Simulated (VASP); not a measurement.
Crystal: ZnS (Wurtzite-2H).

```
Zn S
1.0
     3.84551    0.00000    0.00000
    -1.92275    3.33031    0.00000
     0.00000    0.00000    6.30529
Zn S
2 2
Direct
  0.33333 0.66667 0.00522
  0.66667 0.33333 0.50522
  0.33333 0.66667 0.37978
  0.66667 0.33333 0.87978
```

```yaml
Program: VASP 6.6.1
Task: relaxation of cell and atoms
Functional: PBEsol
Potentials_or_basis: VASP PAW PBE potentials, release 64 (Zn, S)
Cutoff: 600 eV
k_mesh: 9 × 9 × 6
Occupations: gaussian, width 0.02 eV
Spin: no spin polarisation
```

At the start: pressure -3.3 GPa; volume 20.19 Å³/atom.

Task: How do energy, volume and symmetry change on relaxing?

Result: Over 7 steps the energy falls by 9.8 meV/atom and the volume is 19.28 Å³/atom (-4.5 %); space group P6_3mc (No. 186, to 0.05 Å).

Step by step:
```csv
step,energy change (eV),largest force (eV/Å),pressure (GPa),volume (Å³)
1,0.0000,0.0028,-3.28,80.75
2,-0.0351,0.0121,1.16,76.01
3,-0.0390,0.0082,0.00,77.10
4,-0.0390,0.0085,0.07,77.02
5,-0.0390,0.0055,-0.02,77.11
6,-0.0390,0.0053,-0.02,77.11
7,-0.0390,0.0036,0.02,77.10
```

Final structure:
```
CELL_PARAMETERS angstrom
3.78603 0.00000 0.00000
-1.89301 3.27880 0.00000
0.00000 0.00000 6.21111
ATOMIC_POSITIONS crystal
Zn 0.33333 0.66667 0.00532
Zn 0.66667 0.33333 0.50532
S 0.33333 0.66667 0.37968
S 0.66667 0.33333 0.87968
```

Caveat: the PAW data sets were made with another functional, which shifts forces and pressure a little.
